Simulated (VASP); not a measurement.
A run of VASP 6.6.1 is set up as follows.

The input INCAR:

```
SYSTEM = Br
PREC = Accurate ; ENCUT = 520
EDIFF = 1E-6 ; ISMEAR = 0
SIGMA = 0.1 ; LREAL = .False.
LASPH = .True. ; NELM = 60
ALGO = Normal ; ISIF = 2
LWAVE = .False. ; LCHARG = .False.
GGA = PE ; NBANDS = 14
```

The input KPOINTS:

```
Automatic mesh
0
Gamma
  6 6 4
  0 0 0
```

POSCAR

```
Br
1.0
    3.2212936300      0.0000000000      0.0000000000
   -1.6106468200      2.7897221200      0.0000000000
    0.0000000000      0.0000000000      4.3331950400
Br
2
Direct
    0.3333333300      0.6666666700      0.0000000000
    0.6666666700      0.3333333300      0.0000000000
```

Potentials or basis: VASP PAW PBE potentials, release 64 (Br).

Run with:

```sh
$ cat potpaw_PBE.64/Br/POTCAR > POTCAR
$ mpirun -np 1 vasp_std > vasp.out
```

Q: What does it give for the pressure?

A: 194.4 GPa.

Q: Estimate the band gap on the k mesh.

A: Zero (band 7 reaches 12.40 eV, above the bottom of band 8 at 6.94 eV).

Stress tensor (GPa, compression positive):
```
291.42   0.00   0.00
  0.00 291.42   0.00
  0.00   0.00   0.38
```

Caveat: the k points lie up to 0.38 Å⁻¹ apart; this functional lacks dispersion, which binds the layers, so the pressure and a relaxed spacing across them are unreliable.
